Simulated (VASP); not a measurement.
# W (Fm-3m) in VASP: further runs

Runs on W. Level: PBEsol. Tasks: relaxation of cell and atoms, single point.

All numbers are computed with VASP 6.6.1; they aren't measurements. Logs are shortened: lines on timing, memory, paths and dates and some standing lists are left out, and cuts for length are marked.

### 1 The cell of the first run

It takes space group Fm-3m (No. 225, cubic). The conventional cell has a = 4.060 Å, b = 4.060 Å, c = 4.060 Å, α = 90.00°, β = 90.00°, γ = 90.00°. Within 3.8 Å of W (site symmetry m-3m) lie 12 W at 2.87 Å.

### 2 Relaxation of cell and atoms, PBEsol

INCAR

```
PREC = Accurate ; ENCUT = 600
EDIFF = 1E-7 ; ISMEAR = 0
SIGMA = 0.1 ; LREAL = False
LASPH = True ; NELM = 80
ALGO = Fast ; ISIF = 3
LWAVE = False ; LCHARG = False
GGA = PS ; IBRION = 2
NSW = 100 ; EDIFFG = -0.05
```

KPOINTS

```
regular mesh
0
Gamma
  8 8 8
```

POSCAR

```
W
1.0
    0.0000000000     -2.0300000000     -2.0300000000
    2.0300000000      0.0000000000     -2.0300000000
    2.0300000000     -2.0300000000      0.0000000000
W
1
Direct
    0.0000000000      0.0000000000      0.0000000000
```

Potentials or basis: VASP PAW PBE potentials, release 64 (W_sv).

Run with:

```
> cat potpaw_PBE.64/W_sv/POTCAR > POTCAR
> mpirun -np 1 vasp_std > vasp.out
```

OUTCAR:

```text
PREC = Accurate
   ENCUT = 600
   EDIFF = 1E-7
   ISMEAR = 0
   LREAL = False
   LASPH = True
   NELM = 80
   ISIF = 3
   GGA = PS
   IBRION = 2
   NSW = 100
   EDIFFG = -0.05

 ion  position               nearest neighbor table
   1  0.000  0.000  0.000-

  LATTYP: Found a face centered cubic cell.
 ALAT       =     4.0600000000

  Lattice vectors:

 A1 = (   0.0000000000,  -2.0300000000,  -2.0300000000)
 A2 = (   2.0300000000,   0.0000000000,  -2.0300000000)
 A3 = (   2.0300000000,  -2.0300000000,   0.0000000000)

Analysis of symmetry for initial positions (statically):
=====================================================================
 Subroutine PRICEL returns:
 Original cell was already a primitive cell.

 Routine SETGRP: Setting up the symmetry group for a
 face centered cubic supercell.

 Subroutine GETGRP returns: Found 48 space group operations
 (whereof 48 operations were pure point group operations)
 out of a pool of 48 trial point group operations.

The static configuration has the point symmetry O_h .

Analysis of symmetry for dynamics (positions and initial velocities):
=====================================================================
 Subroutine PRICEL returns:
 Original cell was already a primitive cell.

 Routine SETGRP: Setting up the symmetry group for a
 face centered cubic supercell.

 Subroutine GETGRP returns: Found 48 space group operations
 (whereof 48 operations were pure point group operations)
 out of a pool of 48 trial point group operations.

The dynamic configuration has the point symmetry O_h .

 Subroutine INISYM returns: Found 48 space group operations
 (whereof 48 operations are pure point group operations),
 and found     1 'primitive' translations

----------------------------------------------------------------------------------------

                                     Primitive cell

  volume of cell :      16.7309

  direct lattice vectors                    reciprocal lattice vectors
     0.000000000 -2.030000000 -2.030000000    -0.246305419 -0.246305419 -0.246305419
     2.030000000  0.000000000 -2.030000000     0.246305419  0.246305419 -0.246305419
     2.030000000 -2.030000000  0.000000000     0.246305419 -0.246305419  0.246305419

  length of vectors
     2.870853532  2.870853532  2.870853532     0.426613499  0.426613499  0.426613499

  position of ions in fractional coordinates (direct lattice)
     0.000000000  0.000000000  0.000000000

  ion indices of the primitive-cell ions
   primitive index   ion index
                 1           1

----------------------------------------------------------------------------------------

 KPOINTS: regular mesh

Automatic generation of k-mesh.
 Grid dimensions read from file:
 generate k-points for:    8    8    8

 Generating k-lattice:

  Cartesian coordinates                     Fractional coordinates (reciprocal lattice)
    -0.030788177 -0.030788177 -0.030788177     0.125000000  0.000000000  0.000000000
     0.030788177  0.030788177 -0.030788177     0.000000000  0.125000000  0.000000000
     0.030788177 -0.030788177  0.030788177     0.000000000  0.000000000  0.125000000

  Length of vectors
     0.053326687  0.053326687  0.053326687

  Shift w.r.t. Gamma in fractional coordinates (k-lattice)
     0.000000000  0.000000000  0.000000000

 Subroutine IBZKPT returns following result:
 ===========================================

 Found     29 irreducible k-points:

 Following reciprocal coordinates:
            Coordinates               Weight
  0.000000  0.000000  0.000000      1.000000
  0.125000  0.000000  0.000000      8.000000
  0.250000  0.000000  0.000000      8.000000
  0.375000  0.000000  0.000000      8.000000
  0.500000  0.000000  0.000000      4.000000
  0.125000  0.125000  0.000000      6.000000
[... 16 lines left out ...]
  0.500000  0.250000  0.125000     48.000000
 -0.375000  0.250000  0.125000     24.000000
 [... further k-points ...]
   k-points           NKPTS =     29   k-points in BZ     NKDIM =     29   number of bands    NBANDS=     11
   number of dos      NEDOS =    301   number of ions     NIONS =      1
   total plane-waves  NPLWV =  13824
   dimension x,y,z NGX =    24 NGY =   24 NGZ =   24
   dimension x,y,z NGXF=    48 NGYF=   48 NGZF=   48
   ions per type =               1
   NGX,Y,Z   is equivalent  to a cutoff of  13.90, 13.90, 13.90 a.u.
   NGXF,Y,Z  is equivalent  to a cutoff of  27.80, 27.80, 27.80 a.u.
 SYSTEM =  unknown system
   PREC   = accura    normal or accurate (medium, high low for compatibility)
   ISTART =      0    job   : 0-new  1-cont  2-samecut
   ICHARG =      2    charge: 1-file 2-atom 10-const
   ISPIN  =      1    spin polarized calculation?
   LNONCOLLINEAR =      F non collinear calculations
   LSORBIT =      F    spin-orbit coupling
   LASPH  =      T    aspherical Exc in radial PAW
   ENCUT  =  600.0 eV  44.10 Ry    6.64 a.u.   5.73  5.73  5.73*2*pi/ulx,y,z
   NELM   =     80;   NELMIN=  2; NELMDL= -5     # of ELM steps
   EDIFF  = 0.1E-06   stopping-criterion for ELM
   LREAL  =      F    real-space projection
   EDIFFG = -.5E-01   stopping-criterion for IOM
   NSW    =    100    number of steps for IOM
   IBRION =      2    ionic relax: 0-MD 1-quasi-New 2-CG
   NFREE  =      1    steps in history (QN), initial steepest desc. (CG)
   ISIF   =      3    stress and relaxation
   ISYM   =      2    0-nonsym 1-usesym 2-fastsym
   POTIM  = 0.5000    time-step for ionic-motion
   TEBEG  =    0.0;   TEEND  =   0.0 temperature during run
   PSTRESS=    0.0 pullay stress
   NELECT =      14.0000    total number of electrons
   NUPDOWN=      -1.0000    fix difference up-down
   EMIN   =  10.00;   EMAX   =-10.00  energy-range for DOS
   EFERMI =   0.00;   METHOD = LEGACY
   ISMEAR =     0;   SIGMA  =   0.10  broadening in eV -4-tet -1-fermi 0-gaus
   EFERMI_NEDOS =   21; number of points for ismear=-14 and -15
   IALGO  =     68    algorithm
   IMIX   =      4    mixing-type and parameters
     AMIX     =   0.40;   BMIX     =  1.00
     AMIX_MAG =   1.60;   BMIX_MAG =  1.00
  volume/ion in A,a.u.               =      16.73       112.91
  Fermi-wavevector in a.u.,A,eV,Ry     =   1.542688  2.915258 32.380324  2.379887
  Thomas-Fermi vector in A             =   2.648457
   LORBIT       =      0    0 simple, 1 ext, 2 COOP (PROOUT), +10 PAW based schemes
   GGA     = PS    functional components
   LHFCALC =     F    Hartree Fock is set to
   AEXX    =    0.0000 exact exchange contribution
   IVDW    =     0    specifies the selected vdW correction
   LEPSILON=     F    determine dielectric tensor
   LRPA    =     F    only Hartree local field effects (RPA)
 conjugate gradient relaxation of ions
 non-spin polarized calculation
 RMM-DIIS sequential band-by-band and
 Gauss-broadening in eV      SIGMA  =   0.10
  energy-cutoff  :      600.00
  volume of cell :       16.73
 maximum number of plane-waves:       568
   NGX = 11   NGY = 11   NGZ = 11

--------------------------------------- Ionic step        1  -------------------------------------------

 number of electron      14.0000002 magnetization

 Free energy of the ion-electron system (eV)
  ---------------------------------------------------
  ext. energy  EPLUGINS =         0.00000000
  ---------------------------------------------------
  free energy    TOTEN  =       -13.29711561 eV

  energy without entropy =      -13.28858371  energy(sigma->0) =      -13.29284966

 E-fermi :   9.9813     XC(G=0): -13.4519

 val. band max:        9.9783391310   @ k =   0.2500   0.1250   0.0000
 cond. band min:      10.0393125595   @ k =   0.1250   0.1250   0.0000
 fundamental gap:      0.0609734285
 Fermi energy:         9.9813086772

 k-point     1 :       0.0000    0.0000    0.0000
  band No.  band energies     occupation
      1     -63.6364      2.00000
      2     -27.2840      2.00000
      3     -27.2840      2.00000
      4     -27.2840      2.00000
      5       1.1529      2.00000
      6       9.5066      2.00000
      7       9.5066      2.00000
      8       9.5066      2.00000
      9      12.5363      0.00000
     10      12.5363      0.00000
     11      22.8568      0.00000

 k-point     2 :       0.1250    0.0000    0.0000
  band No.  band energies     occupation
      1     -63.6223      2.00000
      2     -27.4510      2.00000
      3     -27.3056      2.00000
      4     -27.3056      2.00000
      5       1.8030      2.00000
      6       9.0564      2.00000
      7       9.7807      1.99545
      8       9.7807      1.99545
      9      12.3206      0.00000
     10      12.3206      0.00000
     11      24.0592      0.00000

 k-point     3 :       0.2500    0.0000    0.0000
  band No.  band energies     occupation
      1     -63.5878      2.00000
      2     -27.8403      2.00000
      3     -27.3573      2.00000
      4     -27.3573      2.00000
      5       3.3401      2.00000
      6       8.5263      2.00000
      7       9.9323      1.51171
      8       9.9323      1.51171
      9      12.6317      0.00000
     10      12.6317      0.00000
     11      23.0444      0.00000
[... 377 lines left out ...]
 VOLUME and BASIS-vectors are now :
 -----------------------------------------------------------------------------
  energy-cutoff  :      600.00
  volume of cell :       16.07
      direct lattice vectors                 reciprocal lattice vectors
    -0.000000000 -2.003051596 -2.003051596    -0.249619132 -0.249619132 -0.249619132
     2.003051596  0.000000000 -2.003051596     0.249619132  0.249619132 -0.249619132
     2.003051596 -2.003051596 -0.000000000     0.249619132 -0.249619132  0.249619132

 POSITION                                       TOTAL-FORCE (eV/Angst)
 -----------------------------------------------------------------------------------
      0.00000      0.00000      0.00000         0.000000      0.000000     -0.000000
 -----------------------------------------------------------------------------------
    total drift:                               -0.000000     -0.000000      0.000000

  FREE ENERGIE OF THE ION-ELECTRON SYSTEM (eV)
  ---------------------------------------------------
  free  energy   TOTEN  =       -13.3229922493 eV

  energy  without entropy=      -13.3139788982  energy(sigma->0) =      -13.31848557

--------------------------------------- Ionic step        4  -------------------------------------------

 number of electron      14.0000000 magnetization

 Free energy of the ion-electron system (eV)
  ---------------------------------------------------
  ext. energy  EPLUGINS =         0.00000000
  ---------------------------------------------------
  free energy    TOTEN  =       -13.32303946 eV

  energy without entropy =      -13.31401496  energy(sigma->0) =      -13.31852721

 E-fermi :  10.5364     XC(G=0): -13.6844

 val. band max:       10.5307484033   @ k =  -0.3750   0.3750   0.0000
 cond. band min:      10.5893976853   @ k =   0.1250   0.1250   0.0000
 fundamental gap:      0.0586492819
 Fermi energy:        10.5363690576

 k-point     1 :       0.0000    0.0000    0.0000
  band No.  band energies     occupation
      1     -62.9856      2.00000
      2     -26.5802      2.00000
      3     -26.5802      2.00000
      4     -26.5802      2.00000
      5       1.5049      2.00000
      6      10.0243      2.00000
      7      10.0243      2.00000
      8      10.0243      2.00000
      9      13.2425      0.00000
     10      13.2425      0.00000
     11      23.4768      0.00000

 k-point     2 :       0.1250    0.0000    0.0000
  band No.  band energies     occupation
      1     -62.9684      2.00000
      2     -26.7737      2.00000
      3     -26.6048      2.00000
      4     -26.6048      2.00000
      5       2.1869      2.00000
      6       9.5478      2.00000
      7      10.3134      1.99838
      8      10.3134      1.99838
      9      13.0065      0.00000
     10      13.0065      0.00000
     11      24.7410      0.00000

 k-point     3 :       0.2500    0.0000    0.0000
  band No.  band energies     occupation
      1     -62.9268      2.00000
      2     -27.2230      2.00000
      3     -26.6638      2.00000
      4     -26.6638      2.00000
      5       3.7683      2.00000
      6       9.0184      2.00000
      7      10.4709      1.64530
      8      10.4709      1.64530
      9      13.3297      0.00000
     10      13.3297      0.00000
     11      23.7642      0.00000
[... 307 lines left out ...]
 VOLUME and BASIS-vectors are now :
 -----------------------------------------------------------------------------
  energy-cutoff  :      600.00
  volume of cell :       16.05
      direct lattice vectors                 reciprocal lattice vectors
    -0.000000000 -2.002052329 -2.002052329    -0.249743722 -0.249743722 -0.249743722
     2.002052329  0.000000000 -2.002052329     0.249743722  0.249743722 -0.249743722
     2.002052329 -2.002052329 -0.000000000     0.249743722 -0.249743722  0.249743722

 POSITION                                       TOTAL-FORCE (eV/Angst)
 -----------------------------------------------------------------------------------
      0.00000      0.00000      0.00000         0.000000      0.000000      0.000000
 -----------------------------------------------------------------------------------
    total drift:                                0.000000     -0.000000      0.000000

  FREE ENERGIE OF THE ION-ELECTRON SYSTEM (eV)
  ---------------------------------------------------
  free  energy   TOTEN  =       -13.3230394599 eV

  energy  without entropy=      -13.3140149600  energy(sigma->0) =      -13.31852721

 reached required accuracy - stopping structural energy minimisation
```

Wall time 12 s (1 thread of Intel Xeon 6975P-C (Granite Rapids), shared host); peak memory 0.15 GiB.

What came out:

| Item | Value |
| --- | --- |
| Free energy | -13.3230 eV |
| Relaxed volume | 16.05 Å³/atom |
| Relaxed cell | a = 2.831 Å, b = 2.831 Å, c = 2.831 Å, α = 60.00°, β = 60.00°, γ = 60.00° |
| Space group after relaxing (to 0.05 Å) | Fm-3m (No. 225) |
| Energy gained by relaxing | 25.9 meV/atom |
| Ionic steps | 4 |
| Pressure after relaxing | -0.1 GPa |
| Band gap on the k mesh | zero (band 7 reaches 13.82 eV, above the bottom of band 8 at 10.02 eV) |

Step by step:
| step | energy change (eV) | largest force (eV/Å) | pressure (GPa) | volume (Å³) |
| --- | --- | --- | --- | --- |
| 1 | 0.0000 | 0.0000 | -11.72 | 16.73 |
| 2 | 0.2962 | 0.0000 | 55.57 | 13.94 |
| 3 | -0.0259 | 0.0000 | -0.52 | 16.07 |
| 4 | -0.0259 | 0.0000 | -0.09 | 16.05 |

Final structure:
```
CELL_PARAMETERS angstrom
0.00000 -2.00205 -2.00205
2.00205 0.00000 -2.00205
2.00205 -2.00205 0.00000
ATOMIC_POSITIONS crystal
W 0.00000 0.00000 0.00000
```

Levels at points of the mesh, in eV from the Fermi level:
| k point | band 3 | band 4 | band 5 | band 6 | band 7 | band 8 | band 9 | band 10 | band 11 |
| --- | --- | --- | --- | --- | --- | --- | --- | --- | --- |
| (0.00, 0.00, 0.00) | -37.12 | -37.12 | -9.03 | -0.51 | -0.51 | -0.51 | 2.71 | 2.71 | 12.94 |
| (0.50, 0.00, 0.00) | -37.28 | -37.28 | -5.65 | -0.75 | -0.75 | 0.81 | 5.28 | 5.28 | 10.69 |
| (0.50, 0.50, 0.00) | -37.56 | -37.56 | -5.57 | -4.58 | 3.28 | 5.24 | 6.04 | 6.04 | 12.02 |

Caveat: the PAW data sets were made with another functional, which shifts forces and pressure a little; spin-orbit coupling is left out, which moves the levels of the heavy elements.

### 3 Single point, PBEsol

This run uses another cell than the first one, of 16.00 Å³/atom, 0.956 times its volume.

INCAR

```
SYSTEM = W
PREC = Accurate ; ENCUT = 520
EDIFF = 1E-6 ; ISMEAR = 0
SIGMA = 0.1 ; LREAL = .FALSE.
LASPH = .TRUE. ; NELM = 80
ALGO = Fast ; ISIF = 2
LWAVE = .FALSE. ; LCHARG = .FALSE.
GGA = PS ; NBANDS = 13
```

KPOINTS

```
Automatic mesh
0
G
  8 8 8
  0 0 0
```

POSCAR

```
W
1.0
    0.0000000000      2.0000870963      2.0000870963
    2.0000870963      0.0000000000      2.0000870963
    2.0000870963      2.0000870963      0.0000000000
W
1
Direct
    0.0000000000      0.0000000000      0.0000000000
```

Potentials or basis: VASP PAW PBE potentials, release 64 (W_sv).

Run with:

```
> cat potpaw_PBE.64/W_sv/POTCAR > POTCAR
> mpirun -np 1 vasp_std > vasp.out
```

Run time: 3.8 s. Hardware: 1 thread of AMD EPYC 9R45 (Zen 5), shared host; peak memory 0.1 GiB.

The run converged. Its results:

```yaml
Free_energy: -13.3228 eV
Pressure: 0.7 GPa
Band_gap_on_the_k_mesh: zero (band 7 reaches 13.87 eV, above the bottom of band 8 at 10.06 eV)
```

Levels at points of the mesh, in eV from the Fermi level:
| k point | band 5 | band 6 | band 7 | band 8 | band 9 | band 10 |
| --- | --- | --- | --- | --- | --- | --- |
| (0.00, 0.00, 0.00) | -9.05 | -0.52 | -0.52 | -0.52 | 2.72 | 2.72 |
| (0.50, 0.00, 0.00) | -5.67 | -0.75 | -0.75 | 0.82 | 5.30 | 5.30 |
| (0.50, 0.50, 0.00) | -5.59 | -4.60 | 3.30 | 5.26 | 6.07 | 6.07 |

Caveat: the PAW data sets were made with another functional, which shifts forces and pressure a little; spin-orbit coupling is left out, which moves the levels of the heavy elements.

### 4 Relaxation of cell and atoms, PBEsol

INCAR

```
PREC = Accurate ; ENCUT = 600
EDIFF = 1E-7 ; ISMEAR = 0
SIGMA = 0.1 ; LREAL = False
LASPH = True ; NELM = 80
ALGO = Fast ; ISIF = 3
LWAVE = False ; LCHARG = False
GGA = PS ; IBRION = 2
NSW = 100 ; EDIFFG = -0.05
```

KPOINTS

```
regular mesh
0
Gamma
  8 8 8
```

POSCAR

```
W
1.0
    0.0000000000      2.0300000000      2.0300000000
    2.0300000000      0.0000000000      2.0300000000
    2.0300000000      2.0300000000      0.0000000000
W
1
Direct
    0.0000000000      0.0000000000      0.0000000000
```

Run with:

```
> cat potpaw_PBE.64/W_sv/POTCAR > POTCAR
> mpirun -np 1 vasp_std > vasp.out
```

Wall time 13 s (1 thread of AMD EPYC 9R45 (Zen 5), shared host); peak memory 0.12 GiB.

Results (log left out):

- Free energy: -13.3230 eV
- Relaxed volume: 16.05 Å³/atom
- Relaxed cell: a = 2.831 Å, b = 2.831 Å, c = 2.831 Å, α = 60.00°, β = 60.00°, γ = 60.00°
- Space group after relaxing (to 0.05 Å): Fm-3m (No. 225)
- Energy gained by relaxing: 25.9 meV/atom
- Ionic steps: 4
- Pressure after relaxing: -0.1 GPa
- Band gap on the k mesh: zero (band 7 reaches 13.82 eV, above the bottom of band 8 at 10.02 eV)

Step by step:
```csv
step,energy change (eV),largest force (eV/Å),pressure (GPa),volume (Å³)
1,0.0000,0.0000,-11.72,16.73
2,0.2962,0.0000,55.57,13.94
3,-0.0259,0.0000,-0.52,16.07
4,-0.0259,0.0000,-0.09,16.05
```

Final structure:
```cif
data_structure
_symmetry_space_group_name_H-M 'P 1'
_symmetry_Int_Tables_number 1
_cell_length_a 2.8313
_cell_length_b 2.8313
_cell_length_c 2.8313
_cell_angle_alpha 60.000
_cell_angle_beta 60.000
_cell_angle_gamma 60.000
_cell_volume 16.05
loop_
_atom_site_label
_atom_site_type_symbol
_atom_site_fract_x
_atom_site_fract_y
_atom_site_fract_z
_atom_site_occupancy
W1 W 0.00000 0.00000 0.00000 1
```

Levels at points of the mesh, in eV from the Fermi level:
```csv
k point,band 5,band 6,band 7,band 8,band 9,band 10
"(0.00, 0.00, 0.00)",-9.03,-0.51,-0.51,-0.51,2.71,2.71
"(0.50, 0.00, 0.00)",-5.65,-0.75,-0.75,0.81,5.28,5.28
"(0.50, 0.50, 0.00)",-5.57,-4.58,3.28,5.24,6.04,6.04
```

Caveat: the PAW data sets were made with another functional, which shifts forces and pressure a little; spin-orbit coupling is left out, which moves the levels of the heavy elements.

(Continued in part 2 of 2.)
